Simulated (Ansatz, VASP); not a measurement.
## Two plane-wave programs on SiO2

File INCAR:

```
PREC     = Accurate       # precision mode
ENCUT    = 520            # plane-wave cutoff, eV
EDIFF    = 1E-6           # SCF threshold, eV
ISMEAR   = 0              # smearing method
SIGMA    = 0.05           # smearing width, eV
LREAL    = False          # projectors in reciprocal space
LASPH    = True           # aspherical terms in the spheres
NELM     = 60             # most SCF steps
ALGO     = Normal         # electronic algorithm
ISIF     = 2              # what is computed and relaxed
LWAVE    = False          # write WAVECAR
LCHARG   = True           # write CHGCAR
GGA      = PE             # functional
LELF     = True           # ELF
LVHAR    = True         
NBANDS   = 25             # bands
```

File KPOINTS:

```
regular mesh
0
Gamma
  6 6 8
```

The input POSCAR:

```
SiO2
1.0
    4.2358788266      0.0000000000      0.0000000000
    0.0000000000      4.0380632854      0.0000000000
    0.0000000000      0.0000000000      2.6897743046
Si O
2 4
Direct
    0.5000000000      0.5000000000      0.5000000000
    0.0000000000      0.0000000000      0.0000000000
    0.6464385634      0.7395870220      0.0000000000
    0.1464385634      0.7604129780      0.5000000000
    0.3535614366      0.2604129780      0.0000000000
    0.8535614366      0.2395870220      0.5000000000
```

Input for Ansatz:

```yaml
crystal:
  lattice:
    - [4.2358788266, 0.0, 0.0]
    - [0.0, 4.0380632854, 0.0]
    - [0.0, 0.0, 2.6897743046]
  atoms:
    - { symbol: Si, position: [0.5, 0.5, 0.5] }
    - { symbol: Si, position: [0.0, 0.0, 0.0] }
    - { symbol: O, position: [0.6464385634, 0.739587022, 0.0] }
    - { symbol: O, position: [0.1464385634, 0.760412978, 0.5] }
    - { symbol: O, position: [0.3535614366, 0.260412978, 0.0] }
    - { symbol: O, position: [0.8535614366, 0.239587022, 0.5] }
basis:
  ecutwfc: 520.0
kpoints:
  mp_grid: { grid: [6, 6, 8] }
hamiltonian:
  xc: pbe
  pseudopotentials: { kind: paw, azcp: { folder: soft_1 } }
scf:
  occupations: { method: gaussian, width: 0.05 }
output:
  forces: true
  stress: true
  eigenvalues: true
```

Change from the starting cell: mode 4 frozen in at -0.279 Å, normal strain along y -0.0467.

Alike in both runs: task single point; functional PBE; k mesh 6 × 6 × 8; occupations gaussian, width 0.05 eV; no spin polarisation.

|  | VASP | Ansatz |
| --- | --- | --- |
| version | VASP 6.6.1 | Ansatz 0.2.0 |
| potentials or method | VASP PAW PBE potentials, release 64 (Si, O), cutoff 520 eV | scalar-relativistic, plane waves, PAW |
| valence electrons in the cell | 32 | 32 |

```tsv
	VASP	Ansatz	Ansatz less VASP
gap on the k mesh at the Fermi level (eV)	5.90	5.93	+0.027
least direct gap on the mesh (eV)	5.90	5.93	+0.027
pressure (GPa)	9.4	9.1	-0.31
traceless stress, the component that is largest in VASP (GPa)	-8.15	-8.65	-0.497
rms of the force components (eV/Å)	0.573	0.568	-0.0055
```

Atom by atom the forces differ by 0.009 eV/Å (rms over components). The functional is the same, so the differences come from potentials, cutoffs and numerics.
